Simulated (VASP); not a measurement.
Ge: phonons with r2SCAN

Crystal: Ge.

```
CELL_PARAMETERS angstrom
0.00000 2.82900 2.82900
2.82900 0.00000 2.82900
2.82900 2.82900 0.00000
ATOMIC_POSITIONS crystal
Ge 0.00000 0.00000 0.00000
Ge 0.25000 0.25000 0.25000
```

```yaml
Program: VASP 6.6.1
Task: phonons
Functional: r2SCAN
Potentials_or_basis: VASP PAW PBE potentials, release 64 (Ge_d)
Cutoff: 520 eV
k_mesh: 12 × 12 × 12
Occupations: gaussian, width 0.01 eV
Spin: no spin polarisation
Dipole_correction: no
Further_INCAR_settings: ALGO = Normal; EDIFF = 1e-08; NBANDS = 21; IBRION = 6; POTIM = 0.015; NSW = 1
```

- Highest phonon frequency at Γ: 299 cm⁻¹

Phonon frequencies in cm⁻¹ (negative: imaginary):
| q point | frequencies |
| --- | --- |
| (0.000, 0.000, 0.000) | 0 0 0 299 299 299 |

It took 21 min on 1 thread of Intel(R) Xeon(R) Platinum 8488C (Sapphire Rapids) (shared host), peak memory 0.44 GiB.
